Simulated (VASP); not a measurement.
Here is a VASP 6.6.1 calculation.

The input POSCAR:

```
Sb
1.0
   -1.8713408863      1.8713408863      1.8713408863
    1.8713408863     -1.8713408863      1.8713408863
    1.8713408863      1.8713408863     -1.8713408863
Sb
1
Direct
    0.0000000000      0.0000000000      0.0000000000
```

Contents of INCAR.step1:

```
SYSTEM = Sb
  PREC = Accurate
  ENCUT = 520
  EDIFF = 1E-5
  ISMEAR = -1
  SIGMA = 0.05
  LREAL = .False.
  LASPH = .True.
  NELM = 60
  ALGO = Normal
  ISIF = 2
  LWAVE = .True.
  GGA = PE
  NBANDS = 8
```

File INCAR.step2:

```
SYSTEM = Sb
  PREC = Accurate
  ENCUT = 520
  EDIFF = 1E-6
  ISMEAR = -1
  SIGMA = 0.05
  LREAL = .False.
  LASPH = .True.
  NELM = 60
  ALGO = Normal
  ISIF = 2
  LWAVE = .False.
  LCHARG = .True.
  GGA = B3
  LHFCALC = .True.
  AEXX = 0.2
  AGGAX = 0.72
  AGGAC = 0.81
  ALDAC = 0.19
  PRECFOCK = Normal
  LELF = .True.
  LVHAR = .True.
  ISTART = 1
  NBANDS = 8
```

KPOINTS

```
regular mesh
0
Gamma
  5 5 5
  0 0 0
```

Potentials or basis: VASP PAW PBE potentials, release 64 (Sb).

Launch:

```bash
$ cat potpaw_PBE.64/Sb/POTCAR > POTCAR
$ cp INCAR.step1 INCAR
$ mpirun -np 1 vasp_std > vasp.out
$ cp INCAR.step2 INCAR
$ mpirun -np 1 vasp_std > vasp.out
```

Task: Predict the pressure.

Result: 4.8 GPa.

Caveat: the k points lie up to 0.47 Å⁻¹ apart; the PAW data sets were made with another functional, which shifts forces and pressure a little.
